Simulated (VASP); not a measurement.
Runs of VASP 6.6.1 on Ir2Rh. The structure is that of space group P-3m1 (No. 164), or close to it. The cells are those of the table. 

```csv
task,spin,cell,k mesh,cutoff (eV),gap on the mesh (eV),pressure (GPa),largest force (eV/Å)
relaxation of shape and atoms at fixed volume,off,"relaxed from a = 2.754, b = 2.754, c = 6.747 Å, angles 90.0, 90.0, 120.0°, 3 atoms",18 × 18 × 8,600,-,-8.4,-
relaxation of cell and atoms,off,"relaxed from a = 2.705, b = 2.705, c = 6.626 Å, angles 90.0, 90.0, 120.0°, 3 atoms",6 × 6 × 4,600,none,0.1,0.04
single point,"collinear, ferromagnetic start","a = 2.736, b = 2.736, c = 6.645 Å, angles 90.0, 90.0, 120.0°, 3 atoms",6 × 6 × 4,520,none,0.3,0.03
single point,off,"a = 2.705, b = 2.705, c = 6.626 Å, angles 90.0, 90.0, 120.0°, 3 atoms",6 × 6 × 4,520,none,8.8,(a)
single point,off,"a = 2.736, b = 2.736, c = 6.645 Å, angles 90.0, 90.0, 120.0°, 3 atoms",6 × 6 × 4,520,none,0.3,0.03
relaxation of shape and atoms at fixed volume,off,"relaxed from a = 2.780, b = 2.780, c = 6.814 Å, angles 90.0, 90.0, 120.0°, 3 atoms",18 × 18 × 8,600,-,-15.7,0.01
```

Alike in all rows: level PBE; potentials or basis VASP PAW PBE potentials, release 64 (Ir, Rh_pv); smearing gaussian 0.1 eV.

**Question.** Fill in the values left out.

**Answer.** (a) 0.09.

Caveats: some runs use coarse meshes; spin-orbit coupling is left out, which moves the levels of the heavy elements; the bands computed are all filled at some k points, so no gap is given (some runs).

A k mesh can miss the band edges, and the runs leave out spin-orbit coupling on Ir, Rh.

A gap of «none» marks levels without a gap at the run's occupations.
